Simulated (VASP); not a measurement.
Here is a VASP 6.6.1 calculation.

INCAR

```
ALGO = Normal ; EDIFF = 1E-7
ENCUT = 520 ; GGA = PS
ISIF = 2 ; ISMEAR = -1
LASPH = True ; LCHARG = False
LREAL = False ; LWAVE = False
NBANDS = 11 ; NELM = 60
PREC = Accurate ; SIGMA = 0.08
```

Contents of KPOINTS:

```
k-points
0
Gamma
  12 12 12
```

Contents of POSCAR:

```
Ba
1.0
    0.0000000000      3.0289731238      3.0289731238
    3.0289731238      0.0000000000      3.0289731238
    3.0289731238      3.0289731238      0.0000000000
Ba
1
Direct
    0.0000000000      0.0000000000      0.0000000000
```

Potentials or basis: VASP PAW PBE potentials, release 64 (Ba_sv).

Launch:

```console
$ cat potpaw_PBE.64/Ba_sv/POTCAR > POTCAR
$ mpirun -np 1 vasp_std > vasp.out
```

(1) What does it give for the pressure?

(2) Estimate the band gap on the k mesh.

Answers

(1) 0.5 GPa.

(2) zero (bands 5 and 6 overlap by 0.47 eV).

Caveat: the PAW data sets were made with another functional, which shifts forces and pressure a little; spin-orbit coupling is left out, which moves the levels of the heavy elements.
